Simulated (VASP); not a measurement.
CdAg, 2 atoms in the cell. Symmetry: Pm-3m, No. 221, cubic system. The conventional cell has a = 3.263 Å, b = 3.263 Å, c = 3.263 Å, α = 90.00°, β = 90.00°, γ = 90.00°. Cd (site symmetry m-3m) has 8 Ag at 2.83 Å and 6 Cd at 3.26 Å within 3.7 Å. Ag (site symmetry m-3m) has 8 Cd at 2.83 Å and 6 Ag at 3.26 Å within 3.7 Å. 

* Program: VASP 6.6.1
* Task: single point
* Functional: r2SCAN
* Dispersion: D3(BJ)
* Potentials or basis: VASP PAW PBE potentials, release 64 (Cd, Ag)
* Cutoff: 520 eV
* k mesh: 8 × 8 × 8
* Occupations: gaussian, width 0.1 eV
* Spin: no spin polarisation
* Dipole correction: no
* Further INCAR settings: ALGO = Normal; EDIFF = 1e-07; NBANDS = 18

Potentials or basis: VASP PAW PBE potentials, release 64 (Cd, Ag).

Run with:

```console
$ cat potpaw_PBE.64/Cd/POTCAR potpaw_PBE.64/Ag/POTCAR > POTCAR
$ cp INCAR.step1 INCAR
$ mpirun -np 1 vasp_std > vasp.out
$ cp INCAR.step2 INCAR
$ mpirun -np 1 vasp_std > vasp.out
```

Hardware: 1 thread of Intel(R) Xeon(R) 6975P-C (Granite Rapids), with other jobs on the host.

**Question.** How long does it take, and how much memory?

**Answer.** Wall time 20 s on 1 thread of Intel(R) Xeon(R) 6975P-C (Granite Rapids), with other jobs on the host, peak memory 0.16 GiB. Counts: k points 35.
